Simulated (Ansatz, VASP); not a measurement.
**Two plane-wave programs on NbCrTe6**

```xyz
8
Lattice="0.0000 7.5618 0.0000 7.5618 0.0000 0.0000 3.7809 3.7809 -5.7687" Properties=species:S:1:pos:R:3 pbc="T T T"
Nb    0.0000    0.0000    0.0000
Cr    3.7809    3.7809    0.0000
Te    1.8451    1.8451    0.0000
Te    5.7167    1.8451    0.0000
Te    5.7167    5.7167    0.0000
Te    1.8451    5.7167    0.0000
Te    3.7809    3.7809   -3.2766
Te    7.5618    7.5618   -2.4921
```

Alike in both runs: task single point; functional PBE; k mesh 3 × 3 × 3; no spin polarisation.

|  | VASP | Ansatz |
| --- | --- | --- |
| version | VASP 6.6.1 | Ansatz 0.2.0 |
| potentials or method | VASP PAW PBE potentials, release 64 (Nb_sv, Cr_pv, Te), cutoff 520 eV | PAW plane waves |
| occupations | fermi-dirac, width 0.1 eV | fermi-dirac |
| valence electrons in the cell | 61 | 123 |

Ansatz gave:

| Property | Result |
| --- | --- |
| gap on the k mesh at the Fermi level (eV) | none |
| pressure (GPa) | 1.7 |
| traceless stress, the component that is largest in VASP (GPa) | 2.47 |
| rms of the force components (eV/Å) | 1.522 |

Question: Estimate VASP's values.

Answer: gap on the k mesh at the Fermi level (eV): none; pressure (GPa): 1.6; traceless stress, the component that is largest in VASP (GPa): 2.44; rms of the force components (eV/Å): 1.509.

Atom by atom the forces differ by 0.014 eV/Å (rms over components). A gap of «none» marks a metal or a gap that the smearing closes. VASP's potentials hold 61 valence electrons a cell and Ansatz's 123, so a difference there can come from the potentials and not from the codes. Ansatz's warnings: xc potential rough in thin density.

The k mesh is coarse, so the values compare programs but aren't converged. Neither program's run includes spin-orbit coupling.
